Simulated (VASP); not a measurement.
# Mo in VASP: a series of runs

The runs below take Mo through single point, with PBE+D3(BJ), r2SCAN, PBE.

Everything below comes from runs of VASP 6.6.1. Logs are shortened: lines on timing, memory, paths and dates and some standing lists are left out, and cuts for length are marked.

## Step 1: The cell of the first run

The structure is cubic, space group Im-3m (No. 229). The conventional cell has a = 3.168 Å, b = 3.168 Å, c = 3.168 Å, α = 90.00°, β = 90.00°, γ = 90.00°. Mo (site symmetry m-3m) has 14 Mo at 2.74 to 3.17 Å within 3.6 Å.

## Step 2: Single point, PBE+D3(BJ), collinear spin, zero start

The input, INCAR:

```
SYSTEM = Mo
ALGO = Normal
EDIFF = 1E-6
ENCUT = 500
GGA = PE
GGA_COMPAT = .False.
ISIF = 2
ISMEAR = 0
ISPIN = 2
IVDW = 12
LASPH = .True.
LCHARG = .False.
LMAXMIX = 4
LORBIT = 11
LREAL = .False.
LWAVE = .False.
MAGMOM = 0
NBANDS = 17
NELM = 200
PREC = Accurate
SIGMA = 0.1
```

The input, KPOINTS:

```
k-points
0
Gamma
  12 12 12
  0 0 0
```

The input, POSCAR:

```
Mo
1.0
   -1.5838089700      1.5838089700      1.5838089700
    1.5838089700     -1.5838089700      1.5838089700
    1.5838089700      1.5838089700     -1.5838089700
Mo
1
Direct
    0.0000000000      0.0000000000      0.0000000000
```

Potentials or basis: VASP PAW PBE potentials, release 64 (Mo_sv).

The run is started by

```console
> cat potpaw_PBE.64/Mo_sv/POTCAR > POTCAR
> mpirun -np 1 vasp_std > vasp.out
```

OUTCAR:

```text
SYSTEM = Mo
   EDIFF = 1E-6
   ENCUT = 500
   GGA = PE
   ISIF = 2
   ISMEAR = 0
   ISPIN = 2
   IVDW = 12
   LASPH = .True.
   LORBIT = 11
   LREAL = .False.
   NELM = 200
   PREC = Accurate
 IVDW          = 12

 ion  position               nearest neighbor table
   1  0.000  0.000  0.000-

  LATTYP: Found a body centered cubic cell.
 ALAT       =     3.1676179400

  Lattice vectors:

 A1 = (  -1.5838089700,   1.5838089700,   1.5838089700)
 A2 = (   1.5838089700,  -1.5838089700,   1.5838089700)
 A3 = (   1.5838089700,   1.5838089700,  -1.5838089700)

Analysis of symmetry for initial positions (statically):
=====================================================================
 Subroutine PRICEL returns:
 Original cell was already a primitive cell.

 Routine SETGRP: Setting up the symmetry group for a
 body centered cubic supercell.

 Subroutine GETGRP returns: Found 48 space group operations
 (whereof 48 operations were pure point group operations)
 out of a pool of 48 trial point group operations.

The static configuration has the point symmetry O_h .

Analysis of symmetry for dynamics (positions and initial velocities):
=====================================================================
 Subroutine PRICEL returns:
 Original cell was already a primitive cell.

 Routine SETGRP: Setting up the symmetry group for a
 body centered cubic supercell.

 Subroutine GETGRP returns: Found 48 space group operations
 (whereof 48 operations were pure point group operations)
 out of a pool of 48 trial point group operations.

The dynamic configuration has the point symmetry O_h .

Analysis of structural, dynamic, and magnetic symmetry:
=====================================================================
 Subroutine PRICEL returns:
 Original cell was already a primitive cell.

 Routine SETGRP: Setting up the symmetry group for a
 body centered cubic supercell.

 Subroutine GETGRP returns: Found 48 space group operations
 (whereof 48 operations were pure point group operations)
 out of a pool of 48 trial point group operations.

The overall configuration has the point symmetry O_h .

 Subroutine INISYM returns: Found 48 space group operations
 (whereof 48 operations are pure point group operations),
 and found     1 'primitive' translations

----------------------------------------------------------------------------------------

                                     Primitive cell

  volume of cell :      15.8916

  direct lattice vectors                    reciprocal lattice vectors
    -1.583808970  1.583808970  1.583808970     0.000000000  0.315694638  0.315694638
     1.583808970 -1.583808970  1.583808970     0.315694638  0.000000000  0.315694638
     1.583808970  1.583808970 -1.583808970     0.315694638  0.315694638  0.000000000

  length of vectors
     2.743237606  2.743237606  2.743237606     0.446459639  0.446459639  0.446459639

  position of ions in fractional coordinates (direct lattice)
     0.000000000  0.000000000  0.000000000

  ion indices of the primitive-cell ions
   primitive index   ion index
                 1           1

----------------------------------------------------------------------------------------

 KPOINTS: k-points

Automatic generation of k-mesh.
 Grid dimensions read from file:
 generate k-points for:   12   12   12

 Generating k-lattice:

  Cartesian coordinates                     Fractional coordinates (reciprocal lattice)
     0.000000000  0.026307887  0.026307887     0.083333333  0.000000000  0.000000000
     0.026307887  0.000000000  0.026307887     0.000000000  0.083333333  0.000000000
     0.026307887  0.026307887  0.000000000     0.000000000  0.000000000  0.083333333

  Length of vectors
     0.037204970  0.037204970  0.037204970

  Shift w.r.t. Gamma in fractional coordinates (k-lattice)
     0.000000000  0.000000000  0.000000000

 Subroutine IBZKPT returns following result:
 ===========================================

 Found     72 irreducible k-points:

 Following reciprocal coordinates:
            Coordinates               Weight
  0.000000  0.000000  0.000000      1.000000
  0.083333  0.000000  0.000000     12.000000
  0.166667  0.000000  0.000000     12.000000
  0.250000  0.000000  0.000000     12.000000
  0.333333  0.000000  0.000000     12.000000
  0.416667  0.000000  0.000000     12.000000
[... 16 lines left out ...]
  0.333333  0.083333  0.083333     24.000000
  0.416667  0.083333  0.083333     12.000000
 [... further k-points ...]
   k-points           NKPTS =     72   k-points in BZ     NKDIM =     72   number of bands    NBANDS=     17
   number of dos      NEDOS =    301   number of ions     NIONS =      1
   total plane-waves  NPLWV =   8000
   dimension x,y,z NGX =    20 NGY =   20 NGZ =   20
   dimension x,y,z NGXF=    40 NGYF=   40 NGZF=   40
   ions per type =               1
   NGX,Y,Z   is equivalent  to a cutoff of  12.12, 12.12, 12.12 a.u.
   NGXF,Y,Z  is equivalent  to a cutoff of  24.24, 24.24, 24.24 a.u.
 SYSTEM =  Mo
   PREC   = accura    normal or accurate (medium, high low for compatibility)
   ISTART =      0    job   : 0-new  1-cont  2-samecut
   ICHARG =      2    charge: 1-file 2-atom 10-const
   ISPIN  =      2    spin polarized calculation?
   LNONCOLLINEAR =      F non collinear calculations
   LSORBIT =      F    spin-orbit coupling
   LASPH  =      T    aspherical Exc in radial PAW
   ENCUT  =  500.0 eV  36.75 Ry    6.06 a.u.   5.00  5.00  5.00*2*pi/ulx,y,z
   NELM   =    200;   NELMIN=  2; NELMDL= -5     # of ELM steps
   EDIFF  = 0.1E-05   stopping-criterion for ELM
   LREAL  =      F    real-space projection
   EDIFFG = 0.1E-04   stopping-criterion for IOM
   NSW    =      0    number of steps for IOM
   IBRION =     -1    ionic relax: 0-MD 1-quasi-New 2-CG
   NFREE  =      0    steps in history (QN), initial steepest desc. (CG)
   ISIF   =      2    stress and relaxation
   ISYM   =      2    0-nonsym 1-usesym 2-fastsym
   POTIM  = 0.5000    time-step for ionic-motion
   TEBEG  =    0.0;   TEEND  =   0.0 temperature during run
   PSTRESS=    0.0 pullay stress
   NELECT =      14.0000    total number of electrons
   NUPDOWN=      -1.0000    fix difference up-down
   EMIN   =  10.00;   EMAX   =-10.00  energy-range for DOS
   EFERMI =   0.00;   METHOD = LEGACY
   ISMEAR =     0;   SIGMA  =   0.10  broadening in eV -4-tet -1-fermi 0-gaus
   EFERMI_NEDOS =   21; number of points for ismear=-14 and -15
   IALGO  =     38    algorithm
   IMIX   =      4    mixing-type and parameters
     AMIX     =   0.40;   BMIX     =  1.00
     AMIX_MAG =   1.60;   BMIX_MAG =  1.00
  volume/ion in A,a.u.               =      15.89       107.24
  Fermi-wavevector in a.u.,A,eV,Ry     =   1.569380  2.965698 33.510508  2.462953
  Thomas-Fermi vector in A             =   2.671271
   LORBIT       =     11    0 simple, 1 ext, 2 COOP (PROOUT), +10 PAW based schemes
   GGA     = PE    functional components
   LHFCALC =     F    Hartree Fock is set to
   AEXX    =    0.0000 exact exchange contribution
   IVDW    =    12    specifies the selected vdW correction
   LEPSILON=     F    determine dielectric tensor
   LRPA    =     F    only Hartree local field effects (RPA)
 spin polarized calculation
 Gauss-broadening in eV      SIGMA  =   0.10
  energy-cutoff  :      500.00
  volume of cell :       15.89
 maximum number of plane-waves:       420
   NGX =  9   NGY =  9   NGZ =  9

 number of electron      14.0000005 magnetization       0.0000081

 number of electron      14.0000005 magnetization      -0.0000021

 Free energy of the ion-electron system (eV)
  ---------------------------------------------------
  ext. energy  EPLUGINS =         0.00000000
  ---------------------------------------------------
  free energy    TOTEN  =       -10.95072537 eV

  energy without entropy =      -10.94905321  energy(sigma->0) =      -10.94988929

 E-fermi :  12.2854     XC(G=0): -13.2973

 val. band max:       12.2754529294   @ k =   0.5000   0.5000   0.0833
 cond. band min:      12.3344848206   @ k =  -0.3333   0.3333   0.2500
 fundamental gap:      0.0590318912
 Fermi energy:        12.2853745992

 spin component 1

 k-point     1 :       0.0000    0.0000    0.0000
  band No.  band energies     occupation
      1     -48.9479      1.00000
      2     -22.2512      1.00000
      3     -22.2512      1.00000
      4     -22.2512      1.00000
      5       5.1490      1.00000
      6      10.9988      1.00000
[... 9 lines left out ...]
     16      41.8752      0.00000
     17      41.8752      0.00000

 k-point     2 :       0.0833    0.0000    0.0000
  band No.  band energies     occupation
      1     -48.9317      1.00000
      2     -22.3461      1.00000
      3     -22.2806      1.00000
      4     -22.2519      1.00000
      5       5.4477      1.00000
      6      10.8327      1.00000
[... 9 lines left out ...]
     16      41.4308      0.00000
     17      41.7927      0.00000
[... 421 lines left out ...]
 k-point    24 :       0.4167    0.0833    0.0833
  band No.  band energies     occupation
      1     -48.6955      1.00000
      2     -23.4929      1.00000
      3     -22.7387      1.00000
      4     -22.3504      1.00000
      5       7.6695      1.00000
      6       8.9980      1.00000
[... 9 lines left out ...]
     16      39.2084      0.00000
     17      40.6431      0.00000

 [... further k-points ...]

 spin component 2

 k-point     1 :       0.0000    0.0000    0.0000
  band No.  band energies     occupation
      1     -48.9479      1.00000
      2     -22.2512      1.00000
      3     -22.2512      1.00000
      4     -22.2512      1.00000
      5       5.1490      1.00000
      6      10.9988      1.00000
[... 9 lines left out ...]
     16      41.8752      0.00000
     17      41.8752      0.00000

 k-point     2 :       0.0833    0.0000    0.0000
  band No.  band energies     occupation
      1     -48.9317      1.00000
      2     -22.3461      1.00000
      3     -22.2806      1.00000
      4     -22.2519      1.00000
      5       5.4477      1.00000
      6      10.8327      1.00000
[... 9 lines left out ...]
     16      41.4308      0.00000
     17      41.7927      0.00000
[... 421 lines left out ...]
 k-point    24 :       0.4167    0.0833    0.0833
  band No.  band energies     occupation
      1     -48.6955      1.00000
      2     -23.4929      1.00000
      3     -22.7387      1.00000
      4     -22.3504      1.00000
      5       7.6695      1.00000
      6       8.9980      1.00000
[... 9 lines left out ...]
     16      39.2084      0.00000
     17      40.6431      0.00000

 [... further k-points ...]

------------------------ aborting loop because EDIFF is reached ----------------------------------------

 Edisp (eV)   -0.70160

 E8    (eV) :    -0.3305

  FORCE on cell =-STRESS in cart. coord.  units (eV):
  Direction    XX          YY          ZZ          XY          YZ          ZX
  --------------------------------------------------------------------------------------
  -------------------------------------------------------------------------------------
  Total      -0.86677    -0.86677    -0.86677    -0.00000     0.00000     0.00000
  in kB     -87.38664   -87.38664   -87.38664    -0.00000     0.00000     0.00000
  external pressure =      -87.39 kB  Pullay stress =        0.00 kB

 VOLUME and BASIS-vectors are now :
 -----------------------------------------------------------------------------
  energy-cutoff  :      500.00
  volume of cell :       15.89
      direct lattice vectors                 reciprocal lattice vectors
    -1.583808970  1.583808970  1.583808970     0.000000000  0.315694638  0.315694638
     1.583808970 -1.583808970  1.583808970     0.315694638  0.000000000  0.315694638
     1.583808970  1.583808970 -1.583808970     0.315694638  0.315694638  0.000000000

 POSITION                                       TOTAL-FORCE (eV/Angst)
 -----------------------------------------------------------------------------------
      0.00000      0.00000      0.00000        -0.000000     -0.000000     -0.000000
 -----------------------------------------------------------------------------------
    total drift:                                0.000000     -0.000000      0.000000

  FREE ENERGIE OF THE ION-ELECTRON SYSTEM (eV)
  ---------------------------------------------------
  free  energy   TOTEN  =       -11.6523267294 eV

  energy  without entropy=      -11.6506545749  energy(sigma->0) =      -11.65149065

 total charge

# of ion       s       p       d       tot
------------------------------------------
    1        2.377   6.199   3.888  12.464

 magnetization (x)

# of ion       s       p       d       tot
------------------------------------------
    1        0.000   0.000   0.000   0.000
```

Run time: 16 s. Hardware: 1 thread of Intel Xeon Platinum 8488C (Sapphire Rapids), shared host; peak memory 0.16 GiB.

What came out:

- Free energy: -11.6523 eV
- Pressure: -8.7 GPa
- Band gap on the k mesh: zero (filled and empty bands overlap)
- Net moment: 0.00 μB per cell
- Valence electrons inside the program's atomic spheres: Mo 12.46
- Dispersion energy per atom: -0.702 eV

Caveat: three body term missing; the cell stands under tension.

## Step 3: Single point, r2SCAN

The input, POSCAR:

```
Mo
1.0
   -1.5838089719      1.5838089719      1.5838089719
    1.5838089719     -1.5838089719      1.5838089719
    1.5838089719      1.5838089719     -1.5838089719
Mo
1
Direct
    0.0000000000      0.0000000000      0.0000000000
```

The input, INCAR.step1:

```
SYSTEM = Mo
PREC = Accurate ; ENCUT = 550
ISMEAR = -1 ; SIGMA = 0.1
LREAL = .False. ; LASPH = .True.
NELM = 120 ; NBANDS = 13
GGA = PE ; ALGO = Normal
EDIFF = 1E-5 ; LWAVE = .True.
LCHARG = .False. ; GGA_COMPAT = .False.
```

The input, INCAR.step2:

```
SYSTEM = Mo
PREC = Accurate ; ENCUT = 550
EDIFF = 1E-6 ; ISMEAR = -1
SIGMA = 0.1 ; LREAL = .False.
LASPH = .True. ; NELM = 120
ALGO = Normal ; ISIF = 2
LWAVE = .False. ; LCHARG = .True.
METAGGA = R2SCAN ; LMIXTAU = .True.
LELF = .True. ; LVHAR = .True.
NBANDS = 13 ; ISTART = 1
GGA_COMPAT = .False.
```

The input, KPOINTS:

```
Automatic mesh
0
Gamma
  10 10 10
  0 0 0
```

Potentials or basis: VASP PAW PBE potentials, release 64 (Mo_sv).

The run is started by

```console
> cat potpaw_PBE.64/Mo_sv/POTCAR > POTCAR
> cp INCAR.step1 INCAR
> mpirun -np 1 vasp_std > vasp.out
> cp INCAR.step2 INCAR
> mpirun -np 1 vasp_std > vasp.out
```

Wall time 37 s (1 thread of AMD EPYC 7R13 (Zen 3), shared host); peak memory 0.12 GiB.

The run converged. Its results:

- Free energy: -26.0705 eV
- Pressure: -3.2 GPa
- Band gap on the k mesh: zero (bands 7 and 8 overlap by 5.44 eV)

Levels at points of the mesh, in eV from the Fermi level:
| k point | band 3 | band 4 | band 5 | band 6 | band 7 | band 8 | band 9 | band 10 | band 11 | band 12 |
| --- | --- | --- | --- | --- | --- | --- | --- | --- | --- | --- |
| (0.00, 0.00, 0.00) | -35.82 | -35.82 | -7.70 | -1.48 | -1.48 | -1.48 | 1.79 | 1.79 | 15.38 | 15.38 |
| (0.50, 0.00, 0.00) | -36.27 | -35.83 | -5.58 | -3.59 | 1.42 | 1.76 | 2.45 | 4.73 | 11.90 | 12.38 |
| (0.50, 0.50, 0.50) | -36.80 | -36.80 | -5.61 | -5.61 | 3.96 | 3.96 | 3.96 | 9.25 | 9.25 | 9.25 |

Caveat: the cell stands under tension; the PAW data sets were made with another functional, which shifts forces and pressure a little.

## Step 4: Single point, r2SCAN

POSCAR is that of step 3.

The input, INCAR.step1:

```
PREC = Accurate ; ENCUT = 550
ISMEAR = -1 ; SIGMA = 0.1
LREAL = False ; LASPH = True
NELM = 120 ; NBANDS = 13
GGA = PE ; ALGO = Normal
EDIFF = 1E-5 ; LWAVE = True
LCHARG = False ; GGA_COMPAT = False
```

The input, INCAR.step2:

```
PREC = Accurate ; ENCUT = 550
EDIFF = 1E-6 ; ISMEAR = -1
SIGMA = 0.1 ; LREAL = False
LASPH = True ; NELM = 120
ALGO = Normal ; ISIF = 2
LWAVE = False ; LCHARG = False
METAGGA = R2SCAN ; LMIXTAU = True
NBANDS = 13 ; ISTART = 1
GGA_COMPAT = False
```

The input, KPOINTS:

```
Automatic mesh
0
Gamma
  10 10 10
```

The run is started by

```console
> cat potpaw_PBE.64/Mo_sv/POTCAR > POTCAR
> cp INCAR.step1 INCAR
> mpirun -np 1 vasp_std > vasp.out
> cp INCAR.step2 INCAR
> mpirun -np 1 vasp_std > vasp.out
```

It took 36 s on 1 thread of AMD EPYC 7R13 (Zen 3), shared host; peak memory 0.12 GiB.

Results (log left out):

| Property | Result |
| --- | --- |
| Free energy | -26.0705 eV |
| Pressure | -3.2 GPa |
| Band gap on the k mesh | zero (bands 7 and 8 overlap by 5.44 eV) |

Levels at points of the mesh, in eV from the Fermi level:
| k point | band 4 | band 5 | band 6 | band 7 | band 8 | band 9 | band 10 | band 11 |
| --- | --- | --- | --- | --- | --- | --- | --- | --- |
| (0.00, 0.00, 0.00) | -35.82 | -7.70 | -1.48 | -1.48 | -1.48 | 1.79 | 1.79 | 15.38 |
| (0.50, 0.00, 0.00) | -35.83 | -5.58 | -3.59 | 1.42 | 1.76 | 2.45 | 4.73 | 11.90 |
| (0.50, 0.50, 0.50) | -36.80 | -5.61 | -5.61 | 3.96 | 3.96 | 3.96 | 9.25 | 9.25 |

Caveat: the cell stands under tension; the PAW data sets were made with another functional, which shifts forces and pressure a little.

[end of part 1 of 2]
